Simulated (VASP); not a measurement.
# InSe (P-1) in VASP: electric field gradients with PBE

Aim: the electric field gradients of InSe with PBE.

Program: VASP 6.6.1. These are calculated values, not measurements. Logs are shortened: lines on timing, memory, paths and dates and some standing lists are left out, and cuts for length are marked.

## Step 1: The cell of the first run

The typed cell holds 4 atoms: a = 6.179 Å, b = 6.257 Å, c = 4.580 Å, α = 107.81°, β = 108.52°, γ = 38.60°.

## Step 2: Electric field gradients, PBE (equal xy, yz and zx shear strains of +2 %)

The input, INCAR:

```
SYSTEM = InSe
PREC = Accurate
ENCUT = 520
EDIFF = 1E-8
ISMEAR = -1
SIGMA = 0.02
LREAL = .False.
LASPH = .True.
NELM = 60
ALGO = Normal
ISIF = 2
LWAVE = .False.
LCHARG = .False.
GGA = PE
LEFG = .True.
NBANDS = 27
```

The input, KPOINTS:

```
regular mesh
0
Gamma
  7 7 6
  0 0 0
```

The input, POSCAR:

```
InSe
1.0
    5.8473526766     -1.9963209732      0.0381290268
    5.8884526766      2.1136790268      0.0792290268
   -1.5561791321      0.0272424071      4.3076622494
In Se
2 2
Direct
    0.8840000000      0.8840000000      0.0050000000
    0.1160000000      0.1160000000      0.9950000000
    0.6600000000      0.6600000000      0.6420000000
    0.3400000000      0.3400000000      0.3580000000
```

Potentials or basis: VASP PAW PBE potentials, release 64 (In_d, Se).

Launch:

```
> cat potpaw_PBE.64/In_d/POTCAR potpaw_PBE.64/Se/POTCAR > POTCAR
> mpirun -np 1 vasp_std > vasp.out
```

OUTCAR:

```text
SYSTEM = InSe
   PREC = Accurate
   ENCUT = 520
   EDIFF = 1E-8
   ISMEAR = -1
   LREAL = .False.
   LASPH = .True.
   NELM = 60
   ISIF = 2
   GGA = PE

 ion  position               nearest neighbor table
   1  0.884  0.884  0.005-   3 2.61   2 2.74   4 2.76   4 2.77   2 3.71   2 3.78
   2  0.116  0.116  0.995-   4 2.61   1 2.74   3 2.76   3 2.77   1 3.71   1 3.78
   3  0.660  0.660  0.642-   1 2.61   2 2.76   2 2.77
   4  0.340  0.340  0.358-   2 2.61   1 2.76   1 2.77

  LATTYP: Found a triclinic cell.
 ALAT       =     8.4261340364
 B/A-ratio  =     0.4878169469
 C/A-ratio  =     0.5435727928
 COS(alpha) =     0.0119539666
 COS(beta)  =     0.2387633234
 COS(gamma) =     0.7177293160

  Lattice vectors:

 A1 = (   5.8062526766,  -6.1063209732,  -0.0029709732)
 A2 = (  -0.0411000000,  -4.1100000000,  -0.0411000000)
 A3 = (   1.5561791321,  -0.0272424071,  -4.3076622494)

Analysis of symmetry for initial positions (statically):
=====================================================================
 Subroutine PRICEL returns:
 Original cell was already a primitive cell.

 Routine SETGRP: Setting up the symmetry group for a
 triclinic supercell.

 Subroutine GETGRP returns: Found  2 space group operations
 (whereof  2 operations were pure point group operations)
 out of a pool of  2 trial point group operations.

The static configuration has the point symmetry S_2 .

Analysis of symmetry for dynamics (positions and initial velocities):
=====================================================================
 Subroutine PRICEL returns:
 Original cell was already a primitive cell.

 Routine SETGRP: Setting up the symmetry group for a
 triclinic supercell.

 Subroutine GETGRP returns: Found  2 space group operations
 (whereof  2 operations were pure point group operations)
 out of a pool of  2 trial point group operations.

The dynamic configuration has the point symmetry S_2 .

 Subroutine INISYM returns: Found  2 space group operations
 (whereof  2 operations are pure point group operations),
 and found     1 'primitive' translations

----------------------------------------------------------------------------------------

                                     Primitive cell

  volume of cell :     104.2429

  direct lattice vectors                    reciprocal lattice vectors
     5.847352677 -1.996320973  0.038129027     0.087323525 -0.244513165  0.033092700
     5.888452677  2.113679027  0.079229027     0.082504571  0.242201219  0.028273746
    -1.556179132  0.027242407  4.307662249    -0.002290411 -0.002290411  0.231331532

  length of vectors
     6.178857870  6.256819575  4.580217210     0.261738825  0.257425406  0.231354208

  position of ions in fractional coordinates (direct lattice)
     0.884000000  0.884000000  0.005000000
     0.116000000  0.116000000  0.995000000
     0.660000000  0.660000000  0.642000000
     0.340000000  0.340000000  0.358000000

  ion indices of the primitive-cell ions
   primitive index   ion index
                 1           1
                 2           2
                 3           3
                 4           4

----------------------------------------------------------------------------------------

 KPOINTS: regular mesh

Automatic generation of k-mesh.
 Grid dimensions read from file:
 generate k-points for:    7    7    6

 Generating k-lattice:

  Cartesian coordinates                     Fractional coordinates (reciprocal lattice)
     0.012474789 -0.034930452  0.004727529     0.142857143 -0.000000000  0.000000000
     0.011786367  0.034600174  0.004039107    -0.000000000  0.142857143 -0.000000000
    -0.000381735 -0.000381735  0.038555255    -0.000000000  0.000000000  0.166666667

  Length of vectors
     0.037391261  0.036775058  0.038559035

  Shift w.r.t. Gamma in fractional coordinates (k-lattice)
     0.000000000  0.000000000  0.000000000

 Subroutine IBZKPT returns following result:
 ===========================================

 Found    148 irreducible k-points:

 Following reciprocal coordinates:
            Coordinates               Weight
  0.000000  0.000000  0.000000      1.000000
  0.142857 -0.000000  0.000000      2.000000
  0.285714 -0.000000  0.000000      2.000000
  0.428571  0.000000  0.000000      2.000000
  0.000000  0.142857  0.000000      2.000000
  0.142857  0.142857  0.000000      2.000000
[... 16 lines left out ...]
 -0.428571  0.428571  0.000000      2.000000
 -0.285714  0.428571  0.000000      2.000000
 [... further k-points ...]
   k-points           NKPTS =    148   k-points in BZ     NKDIM =    148   number of bands    NBANDS=     27
   number of dos      NEDOS =    301   number of ions     NIONS =      4
   total plane-waves  NPLWV =  82944
   dimension x,y,z NGX =    48 NGY =   48 NGZ =   36
   dimension x,y,z NGXF=    96 NGYF=   96 NGZF=   72
   ions per type =               2   2
   NGX,Y,Z   is equivalent  to a cutoff of  12.91, 12.75, 13.07 a.u.
   NGXF,Y,Z  is equivalent  to a cutoff of  25.83, 25.51, 26.13 a.u.
 SYSTEM =  InSe
   PREC   = accura    normal or accurate (medium, high low for compatibility)
   ISTART =      0    job   : 0-new  1-cont  2-samecut
   ICHARG =      2    charge: 1-file 2-atom 10-const
   ISPIN  =      1    spin polarized calculation?
   LNONCOLLINEAR =      F non collinear calculations
   LSORBIT =      F    spin-orbit coupling
   LASPH  =      T    aspherical Exc in radial PAW
   ENCUT  =  520.0 eV  38.22 Ry    6.18 a.u.  11.49 11.63  8.52*2*pi/ulx,y,z
   NELM   =     60;   NELMIN=  2; NELMDL= -5     # of ELM steps
   EDIFF  = 0.1E-07   stopping-criterion for ELM
   LREAL  =      F    real-space projection
   EDIFFG = 0.1E-06   stopping-criterion for IOM
   NSW    =      0    number of steps for IOM
   IBRION =     -1    ionic relax: 0-MD 1-quasi-New 2-CG
   NFREE  =      0    steps in history (QN), initial steepest desc. (CG)
   ISIF   =      2    stress and relaxation
   ISYM   =      2    0-nonsym 1-usesym 2-fastsym
   POTIM  = 0.5000    time-step for ionic-motion
   TEBEG  =    0.0;   TEEND  =   0.0 temperature during run
   PSTRESS=    0.0 pullay stress
   NELECT =      38.0000    total number of electrons
   NUPDOWN=      -1.0000    fix difference up-down
   EMIN   =  10.00;   EMAX   =-10.00  energy-range for DOS
   EFERMI =   0.00;   METHOD = LEGACY
   ISMEAR =    -1;   SIGMA  =   0.02  broadening in eV -4-tet -1-fermi 0-gaus
   EFERMI_NEDOS =   21; number of points for ismear=-14 and -15
   IALGO  =     38    algorithm
   IMIX   =      4    mixing-type and parameters
     AMIX     =   0.40;   BMIX     =  1.00
     AMIX_MAG =   1.60;   BMIX_MAG =  1.00
  volume/ion in A,a.u.               =      26.06       175.87
  Fermi-wavevector in a.u.,A,eV,Ry     =   1.169465  2.209968 18.607984  1.367648
  Thomas-Fermi vector in A             =   2.305937
   LORBIT       =      0    0 simple, 1 ext, 2 COOP (PROOUT), +10 PAW based schemes
   GGA     = PE    functional components
   LHFCALC =     F    Hartree Fock is set to
   AEXX    =    0.0000 exact exchange contribution
   IVDW    =     0    specifies the selected vdW correction
   LEPSILON=     F    determine dielectric tensor
   LRPA    =     F    only Hartree local field effects (RPA)
 non-spin polarized calculation
  energy-cutoff  :      520.00
  volume of cell :      104.24
 maximum number of plane-waves:      2836
 NGX is ok and might be reduce to    48
   NGX = 23   NGY = 23   NGZ = 17

 number of electron      38.0000001 magnetization

 Free energy of the ion-electron system (eV)
  ---------------------------------------------------
  ext. energy  EPLUGINS =         0.00000000
  ---------------------------------------------------
  free energy    TOTEN  =       -13.90818372 eV

  energy without entropy =      -13.90818372  energy(sigma->0) =      -13.90818372

 E-fermi :   5.3576     XC(G=0):  -9.5833

 val. band max:        4.9584586619   @ k =  -0.2857  -0.2857   0.3333
 cond. band min:       5.8110824437   @ k =   0.4286   0.4286   0.0000
 fundamental gap:      0.8526237818
 Fermi energy:         5.3575529732

 k-point     1 :       0.0000    0.0000    0.0000
  band No.  band energies     occupation
      1      -9.7511      2.00000
      2      -9.7249      2.00000
      3      -9.4331      2.00000
      4      -9.4132      2.00000
      5      -9.3770      2.00000
      6      -9.3745      2.00000
[... 19 lines left out ...]
     26      11.9944      0.00000
     27      13.5327      0.00000

 k-point     2 :       0.1429   -0.0000    0.0000
  band No.  band energies     occupation
      1      -9.7596      2.00000
      2      -9.7074      2.00000
      3      -9.4708      2.00000
      4      -9.4083      2.00000
      5      -9.3932      2.00000
      6      -9.3640      2.00000
[... 19 lines left out ...]
     26      12.0049      0.00000
     27      13.3964      0.00000

 k-point     3 :       0.2857   -0.0000    0.0000
  band No.  band energies     occupation
      1      -9.7656      2.00000
      2      -9.6899      2.00000
      3      -9.5174      2.00000
      4      -9.4403      2.00000
      5      -9.3859      2.00000
      6      -9.3754      2.00000
[... 19 lines left out ...]
     26      12.3200      0.00000
     27      12.9433      0.00000

 k-point     4 :       0.4286    0.0000    0.0000
  band No.  band energies     occupation
      1      -9.7667      2.00000
      2      -9.6928      2.00000
      3      -9.5152      2.00000
      4      -9.4832      2.00000
      5      -9.3844      2.00000
      6      -9.3739      2.00000
[... 19 lines left out ...]
     26      12.3228      0.00000
     27      13.3132      0.00000
[... 516 lines left out ...]
      4      -9.4456      2.00000
      5      -9.3894      2.00000
      6      -9.3654      2.00000
[... 19 lines left out ...]
     26      11.7557      0.00000
     27      12.3511      0.00000

 k-point    23 :      -0.4286    0.4286    0.0000
  band No.  band energies     occupation
      1      -9.8254      2.00000
      2      -9.5268      2.00000
      3      -9.5236      2.00000
      4      -9.4537      2.00000
      5      -9.4072      2.00000
      6      -9.3555      2.00000
[... 19 lines left out ...]
     26      11.3905      0.00000
     27      11.6117      0.00000

 k-point    24 :      -0.2857    0.4286    0.0000
  band No.  band energies     occupation
      1      -9.8106      2.00000
      2      -9.5853      2.00000
      3      -9.5232      2.00000
      4      -9.4584      2.00000
      5      -9.4171      2.00000
      6      -9.3607      2.00000
[... 19 lines left out ...]
     26      11.3765      0.00000
     27      11.5003      0.00000

 [... further k-points ...]
[... 5 lines left out ...]
  --------------------------------------------------------------------------------------
  -------------------------------------------------------------------------------------
  Total        3.2019587      1.0684128      1.1935630     -0.1877270     -0.2559430      0.8588909
  in kB       49.2130016     16.4211370     18.3446519     -2.8852997     -3.9337563     13.2008563
  external PRESSURE =      27.9929302 kB  Pullay stress =       0.0000000 kB

 VOLUME and BASIS-vectors are now :
 -----------------------------------------------------------------------------
  energy-cutoff  :      520.00
  volume of cell :      104.24
      direct lattice vectors                 reciprocal lattice vectors
     5.847352677 -1.996320973  0.038129027     0.087323525 -0.244513165  0.033092700
     5.888452677  2.113679027  0.079229027     0.082504571  0.242201219  0.028273746
    -1.556179132  0.027242407  4.307662249    -0.002290411 -0.002290411  0.231331532

 POSITION                                       TOTAL-FORCE (eV/Angst)
 -----------------------------------------------------------------------------------
     10.36667      0.10388      0.12528        -0.198705      0.024450      0.425873
     -0.18704      0.04072      4.29974         0.198705     -0.024450     -0.425873
      6.74656      0.09495      2.84298        -0.615596      0.084167     -0.075259
      3.43306      0.04965      1.58204         0.615596     -0.084167      0.075259
 -----------------------------------------------------------------------------------
    total drift:                               -0.000000     -0.000000      0.000000

  FREE ENERGIE OF THE ION-ELECTRON SYSTEM (eV)
  ---------------------------------------------------
  free  energy   TOTEN  =       -13.9081837191 eV

  energy  without entropy=      -13.9081837191  energy(sigma->0) =      -13.90818372

 Electric field gradients (V/A^2)
---------------------------------------------------------------------
 ion       V_xx      V_yy      V_zz      V_xy      V_xz      V_yz
---------------------------------------------------------------------
   1    -171.467    88.989    82.478    -5.912   -36.597    -0.436
   2    -171.467    88.989    82.478    -5.912   -36.597    -0.436
   3      64.815   -20.668   -44.147     7.859    20.032     7.729
   4      64.815   -20.668   -44.147     7.859    20.032     7.729
---------------------------------------------------------------------

 Electric field gradients after diagonalization (V/A^2)
 (convention: |V_zz| > |V_xx| > |V_yy|)
----------------------------------------------------------------------
 ion       V_xx      V_yy      V_zz     asymmetry (V_yy - V_xx)/ V_zz
----------------------------------------------------------------------
   1      89.219    87.548  -176.767       0.009
   2      89.219    87.548  -176.767       0.009
   3     -49.113   -20.190    69.303       0.417
   4     -49.113   -20.190    69.303       0.417
----------------------------------------------------------------------

           NMR quadrupolar parameters

 Cq : quadrupolar parameter    Cq=e*Q*V_zz/h
 eta: asymmetry parameters     (V_yy - V_xx)/ V_zz
 Q  : nuclear electric quadrupole moment in mb (millibarn)
----------------------------------------------------------------------
 ion       Cq(MHz)       eta       Q (mb)
----------------------------------------------------------------------
   1      -0.427       0.009       1.000
   2      -0.427       0.009       1.000
   3       0.168       0.417       1.000
   4       0.168       0.417       1.000
----------------------------------------------------------------------
```

Wall time 17 min (1 thread of Intel Xeon 8259CL, shared host); peak memory 0.53 GiB.

Results:

- Free energy: -13.9082 eV
- Pressure: 2.8 GPa
- Largest force: 0.626 eV/Å
- Band gap on the k mesh: 0.85 eV (least direct gap 1.27 eV)
- Largest electric field gradient by atom: In -176.8; Se +69.3 V/Å²

Forces in eV/Å, atoms in the order of the input:
```
In  -0.199  0.024  0.426
In   0.199 -0.024 -0.426
Se  -0.616  0.084 -0.075
Se   0.616 -0.084  0.075
```

Levels at points of the mesh, in eV from the valence-band top:
| k point | band 15 | band 16 | band 17 | band 18 | band 19 | band 20 | band 21 | band 22 | band 23 | band 24 |
| --- | --- | --- | --- | --- | --- | --- | --- | --- | --- | --- |
| (0.00, 0.00, 0.00) | -3.96 | -2.75 | -2.33 | -1.79 | -1.20 | 2.71 | 3.48 | 4.36 | 4.68 | 5.26 |
| (0.00, 0.00, 0.50) | -2.27 | -1.66 | -1.61 | -1.22 | -0.35 | 1.06 | 2.24 | 3.34 | 3.53 | 5.42 |

Electric field gradients, principal values (V/Å²):
```
atom    least   middle  greatest (by size)
1 In   87.548   89.219            -176.767
2 In   87.548   89.219            -176.767
3 Se  -20.190  -49.113              69.303
4 Se  -20.190  -49.113              69.303
```

Caveat: the cell differs from its parent crystal (equal xy, yz and zx shear strains of +2 %); without QUAD_EFG the Cq values of the log hold for a quadrupole moment of 1 mb, not for the nuclei; spin-orbit coupling is left out, which moves the levels of the heavy elements.
